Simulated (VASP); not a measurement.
# InSb (zincblende type) (F-43m) in VASP: density of states with LDA

Aim: the density of states of InSb (zincblende type) with LDA.

Everything below comes from runs of VASP 6.6.1. Logs are shortened: lines on timing, memory, paths and dates and some standing lists are left out, and cuts for length are marked.

**1. The cell of the first run**

It takes space group F-43m (No. 216, cubic). The conventional cell has a = 5.285 Å, b = 5.285 Å, c = 5.285 Å, α = 90.00°, β = 90.00°, γ = 90.00°. In (site symmetry -43m) has 4 Sb at 2.29 Å within 3.0 Å. Sb (site symmetry -43m) has 4 In at 2.29 Å within 3.0 Å.

**2. Density of states, LDA (volume scaled by 0.55)**

The input, POSCAR:

```
InSb
1.0
    0.0000000000      2.6422648923      2.6422648923
    2.6422648923      0.0000000000      2.6422648923
    2.6422648923      2.6422648923      0.0000000000
In Sb
1 1
Direct
    0.0000000000      0.0000000000      0.0000000000
    0.2500000000      0.2500000000      0.2500000000
```

The input, INCAR.step1:

```
PREC     = Accurate       # precision mode
ENCUT    = 520            # plane-wave cutoff, eV
EDIFF    = 1E-6           # SCF threshold, eV
ISMEAR   = -1             # smearing method
SIGMA    = 0.1            # smearing width, eV
LREAL    = False          # projectors in reciprocal space
LASPH    = True           # aspherical terms in the spheres
NELM     = 100            # most SCF steps
ALGO     = Normal         # electronic algorithm
ISIF     = 2              # what is computed and relaxed
LWAVE    = False          # write WAVECAR
LCHARG   = True           # write CHGCAR
NBANDS   = 16             # bands
```

The input, KPOINTS.step1:

```
regular mesh
0
Gamma
  11 11 11
```

The input, INCAR.step2:

```
PREC     = Accurate       # precision mode
ENCUT    = 520            # plane-wave cutoff, eV
EDIFF    = 1E-6           # SCF threshold, eV
ISMEAR   = -5             # smearing method
SIGMA    = 0.1            # smearing width, eV
LREAL    = False          # projectors in reciprocal space
LASPH    = True           # aspherical terms in the spheres
NELM     = 100            # most SCF steps
ALGO     = Normal         # electronic algorithm
ISIF     = 2              # what is computed and relaxed
LWAVE    = False          # write WAVECAR
LCHARG   = False          # write CHGCAR
LORBIT   = 11             # projections on sites
NBANDS   = 16             # bands
NEDOS    = 2001           # points of the DOS
ICHARG   = 11             # starting density
```

The input, KPOINTS.step2:

```
regular mesh
0
Gamma
  17 17 17
```

Potentials or basis: VASP PAW LDA potentials, release 64 (In_d, Sb).

On the command line:

```sh
$ cat potpaw_LDA.64/In_d/POTCAR potpaw_LDA.64/Sb/POTCAR > POTCAR
$ cp INCAR.step1 INCAR
$ cp KPOINTS.step1 KPOINTS
$ mpirun -np 1 vasp_std > vasp.out
$ cp INCAR.step2 INCAR
$ cp KPOINTS.step2 KPOINTS
$ mpirun -np 1 vasp_std > vasp.out
```

OUTCAR:

```text
PREC = Accurate
   ENCUT = 520
   EDIFF = 1E-6
   ISMEAR = -5
   LREAL = False
   LASPH = True
   NELM = 100
   ISIF = 2
   LORBIT = 11
   ICHARG = 11

 ion  position               nearest neighbor table
   1  0.000  0.000  0.000-   2 2.29   2 2.29   2 2.29   2 2.29
   2  0.250  0.250  0.250-   1 2.29   1 2.29   1 2.29   1 2.29

  LATTYP: Found a face centered cubic cell.
 ALAT       =     5.2845297846

  Lattice vectors:

 A1 = (   0.0000000000,   2.6422648923,   2.6422648923)
 A2 = (   2.6422648923,   0.0000000000,   2.6422648923)
 A3 = (   2.6422648923,   2.6422648923,   0.0000000000)

Analysis of symmetry for initial positions (statically):
=====================================================================
 Subroutine PRICEL returns:
 Original cell was already a primitive cell.

 Routine SETGRP: Setting up the symmetry group for a
 face centered cubic supercell.

 Subroutine GETGRP returns: Found 24 space group operations
 (whereof 24 operations were pure point group operations)
 out of a pool of 48 trial point group operations.

The static configuration has the point symmetry T_d .

Analysis of symmetry for dynamics (positions and initial velocities):
=====================================================================
 Subroutine PRICEL returns:
 Original cell was already a primitive cell.

 Routine SETGRP: Setting up the symmetry group for a
 face centered cubic supercell.

 Subroutine GETGRP returns: Found 24 space group operations
 (whereof 24 operations were pure point group operations)
 out of a pool of 48 trial point group operations.

The dynamic configuration has the point symmetry T_d .

 Subroutine INISYM returns: Found 24 space group operations
 (whereof 24 operations are pure point group operations),
 and found     1 'primitive' translations

----------------------------------------------------------------------------------------

                                     Primitive cell

  volume of cell :      36.8943

  direct lattice vectors                    reciprocal lattice vectors
     0.000000000  2.642264892  2.642264892    -0.189231595  0.189231595  0.189231595
     2.642264892  0.000000000  2.642264892     0.189231595 -0.189231595  0.189231595
     2.642264892  2.642264892  0.000000000     0.189231595  0.189231595 -0.189231595

  length of vectors
     3.736726846  3.736726846  3.736726846     0.327758737  0.327758737  0.327758737

  position of ions in fractional coordinates (direct lattice)
     0.000000000  0.000000000  0.000000000
     0.250000000  0.250000000  0.250000000

  ion indices of the primitive-cell ions
   primitive index   ion index
                 1           1
                 2           2

----------------------------------------------------------------------------------------

 KPOINTS: regular mesh

Automatic generation of k-mesh.
 Grid dimensions read from file:
 generate k-points for:   17   17   17

 Generating k-lattice:

  Cartesian coordinates                     Fractional coordinates (reciprocal lattice)
    -0.011131270  0.011131270  0.011131270     0.058823529  0.000000000  0.000000000
     0.011131270 -0.011131270  0.011131270     0.000000000  0.058823529  0.000000000
     0.011131270  0.011131270 -0.011131270     0.000000000  0.000000000  0.058823529

  Length of vectors
     0.019279926  0.019279926  0.019279926

  Shift w.r.t. Gamma in fractional coordinates (k-lattice)
     0.000000000  0.000000000  0.000000000

 TETIRR: Found    693 inequivalent tetrahedra from    29478

 Subroutine IBZKPT returns following result:
 ===========================================

 Found    165 irreducible k-points:

 Following reciprocal coordinates:
            Coordinates               Weight
  0.000000  0.000000  0.000000      1.000000
  0.058824  0.000000  0.000000      8.000000
  0.117647  0.000000  0.000000      8.000000
  0.176471  0.000000  0.000000      8.000000
  0.235294  0.000000  0.000000      8.000000
  0.294118  0.000000  0.000000      8.000000
[... 16 lines left out ...]
 -0.176471  0.058824  0.000000     24.000000
 -0.117647  0.058824  0.000000     24.000000
 [... further k-points ...]
   k-points           NKPTS =    165   k-points in BZ     NKDIM =    165   number of bands    NBANDS=     16
   number of dos      NEDOS =   2001   number of ions     NIONS =      2
   total plane-waves  NPLWV =  21952
   dimension x,y,z NGX =    28 NGY =   28 NGZ =   28
   dimension x,y,z NGXF=    56 NGYF=   56 NGZF=   56
   ions per type =               1   1
   NGX,Y,Z   is equivalent  to a cutoff of  12.46, 12.46, 12.46 a.u.
   NGXF,Y,Z  is equivalent  to a cutoff of  24.91, 24.91, 24.91 a.u.
 SYSTEM =  unknown system
   PREC   = accura    normal or accurate (medium, high low for compatibility)
   ISTART =      0    job   : 0-new  1-cont  2-samecut
   ICHARG =     11    charge: 1-file 2-atom 10-const
   ISPIN  =      1    spin polarized calculation?
   LNONCOLLINEAR =      F non collinear calculations
   LSORBIT =      F    spin-orbit coupling
   LASPH  =      T    aspherical Exc in radial PAW
   ENCUT  =  520.0 eV  38.22 Ry    6.18 a.u.   6.95  6.95  6.95*2*pi/ulx,y,z
   NELM   =    100;   NELMIN=  2; NELMDL=  0     # of ELM steps
   EDIFF  = 0.1E-05   stopping-criterion for ELM
   LREAL  =      F    real-space projection
   EDIFFG = 0.1E-04   stopping-criterion for IOM
   NSW    =      0    number of steps for IOM
   IBRION =     -1    ionic relax: 0-MD 1-quasi-New 2-CG
   NFREE  =      0    steps in history (QN), initial steepest desc. (CG)
   ISIF   =      2    stress and relaxation
   ISYM   =      2    0-nonsym 1-usesym 2-fastsym
   POTIM  = 0.5000    time-step for ionic-motion
   TEBEG  =    0.0;   TEEND  =   0.0 temperature during run
   PSTRESS=    0.0 pullay stress
   NELECT =      18.0000    total number of electrons
   NUPDOWN=      -1.0000    fix difference up-down
   EMIN   =  10.00;   EMAX   =-10.00  energy-range for DOS
   EFERMI =   0.00;   METHOD = LEGACY
   ISMEAR =    -5;   SIGMA  =   0.10  broadening in eV -4-tet -1-fermi 0-gaus
   EFERMI_NEDOS =   21; number of points for ismear=-14 and -15
   IALGO  =     38    algorithm
   IMIX   =      4    mixing-type and parameters
     AMIX     =   0.40;   BMIX     =  1.00
     AMIX_MAG =   1.60;   BMIX_MAG =  1.00
  volume/ion in A,a.u.               =      18.45       124.49
  Fermi-wavevector in a.u.,A,eV,Ry     =   1.288782  2.435444 22.598704  1.660958
  Thomas-Fermi vector in A             =   2.420714
   LORBIT       =     11    0 simple, 1 ext, 2 COOP (PROOUT), +10 PAW based schemes
   GGA     = CA    functional components
   LHFCALC =     F    Hartree Fock is set to
   AEXX    =    0.0000 exact exchange contribution
   IVDW    =     0    specifies the selected vdW correction
   LEPSILON=     F    determine dielectric tensor
   LRPA    =     F    only Hartree local field effects (RPA)
 non-spin polarized calculation
 Fermi weights with tetrahedron method with Bloechl corrections
  energy-cutoff  :      520.00
  volume of cell :       36.89
 maximum number of plane-waves:      1011

 number of electron      17.9999991 magnetization

 Free energy of the ion-electron system (eV)
  ---------------------------------------------------
  ext. energy  EPLUGINS =         0.00000000
  ---------------------------------------------------
  free energy    TOTEN  =        -2.04274262 eV

  energy without entropy =       -2.04274262  energy(sigma->0) =       -2.04274262

 E-fermi :  14.2048     XC(G=0): -11.8371

 val. band max:       14.5449535021   @ k =   0.0000   0.0000   0.0000
 cond. band min:      14.1559145524   @ k =   0.3529   0.3529   0.0000
 fundamental gap:     -0.3890389497
 Fermi energy:        14.2048219398

 k-point     1 :       0.0000    0.0000    0.0000
  band No.  band energies     occupation
      1      -3.4977      2.00000
      2      -3.4977      2.00000
      3      -3.4977      2.00000
      4      -3.0386      2.00000
      5      -3.0386      2.00000
      6      -2.3547      2.00000
[... 8 lines left out ...]
     15      22.2971      0.00000
     16      22.2971      0.00000

 k-point     2 :       0.0588    0.0000    0.0000
  band No.  band energies     occupation
      1      -3.5215      2.00000
      2      -3.4925      2.00000
      3      -3.4925      2.00000
      4      -3.0400      2.00000
      5      -3.0400      2.00000
      6      -2.2745      2.00000
[... 8 lines left out ...]
     15      21.9767      0.00000
     16      21.9822      0.00000

 k-point     3 :       0.1176    0.0000    0.0000
  band No.  band energies     occupation
      1      -3.5804      2.00000
      2      -3.4779      2.00000
      3      -3.4779      2.00000
      4      -3.0437      2.00000
      5      -3.0437      2.00000
      6      -2.0458      2.00000
[... 8 lines left out ...]
     15      21.5147      0.00000
     16      21.5147      0.00000

 k-point     4 :       0.1765    0.0000    0.0000
  band No.  band energies     occupation
      1      -3.6533      2.00000
      2      -3.4567      2.00000
      3      -3.4567      2.00000
      4      -3.0480      2.00000
      5      -3.0480      2.00000
      6      -1.6880      2.00000
[... 8 lines left out ...]
     15      21.2720      0.00000
     16      21.2720      0.00000
[... 324 lines left out ...]
 k-point    22 :      -0.2353    0.0588    0.0000
  band No.  band energies     occupation
      1      -3.7554      2.00000
      2      -3.4263      2.00000
      3      -3.4144      2.00000
      4      -3.0596      2.00000
      5      -3.0484      2.00000
      6      -0.9746      2.00000
[... 8 lines left out ...]
     15      21.5193      0.00000
     16      22.8514      0.00000

 k-point    23 :      -0.1765    0.0588    0.0000
  band No.  band energies     occupation
      1      -3.6881      2.00000
      2      -3.4500      2.00000
      3      -3.4365      2.00000
      4      -3.0564      2.00000
      5      -3.0471      2.00000
      6      -1.4823      2.00000
[... 8 lines left out ...]
     15      21.3951      0.00000
     16      22.2442      0.00000

 k-point    24 :      -0.1176    0.0588    0.0000
  band No.  band energies     occupation
      1      -3.6190      2.00000
      2      -3.4715      2.00000
      3      -3.4592      2.00000
      4      -3.0506      2.00000
      5      -3.0438      2.00000
      6      -1.8762      2.00000
[... 8 lines left out ...]
     15      21.1252      0.00000
     16      22.0892      0.00000

 [... further k-points ...]
[... 5 lines left out ...]
  --------------------------------------------------------------------------------------
  -------------------------------------------------------------------------------------
  Total       26.3860291     26.3860291     26.3860291      0.0000000      0.0000000     -0.0000000
  in kB     1145.8441755   1145.8441755   1145.8441755      0.0000000      0.0000000     -0.0000000
  external PRESSURE =    1145.8441755 kB  Pullay stress =       0.0000000 kB

 VOLUME and BASIS-vectors are now :
 -----------------------------------------------------------------------------
  energy-cutoff  :      520.00
  volume of cell :       36.89
      direct lattice vectors                 reciprocal lattice vectors
     0.000000000  2.642264892  2.642264892    -0.189231595  0.189231595  0.189231595
     2.642264892  0.000000000  2.642264892     0.189231595 -0.189231595  0.189231595
     2.642264892  2.642264892  0.000000000     0.189231595  0.189231595 -0.189231595

 POSITION                                       TOTAL-FORCE (eV/Angst)
 -----------------------------------------------------------------------------------
      0.00000      0.00000      0.00000         0.000000      0.000000      0.000000
      1.32113      1.32113      1.32113        -0.000000     -0.000000     -0.000000
 -----------------------------------------------------------------------------------
    total drift:                               -0.000001     -0.000001     -0.000001

  FREE ENERGIE OF THE ION-ELECTRON SYSTEM (eV)
  ---------------------------------------------------
  free  energy   TOTEN  =        -2.0427426227 eV

  energy  without entropy=       -2.0427426227  energy(sigma->0) =       -2.04274262

 total charge

# of ion       s       p       d       tot
------------------------------------------
    1        1.008   1.579   9.998  12.585
    2        1.151   1.890   0.097   3.138
--------------------------------------------------
tot          2.159   3.469  10.095  15.723
```

It took 1.8 min on 1 thread of AMD EPYC 7R13 (Zen 3), shared host; peak memory 0.18 GiB.

What came out:

| Item | Value |
| --- | --- |
| Valence electrons inside the program's atomic spheres | In 12.59; Sb 3.14 |

Caveat: spin-orbit coupling is left out, which moves the levels of the heavy elements; tetrahedron occupations give inexact forces and stress in metals.
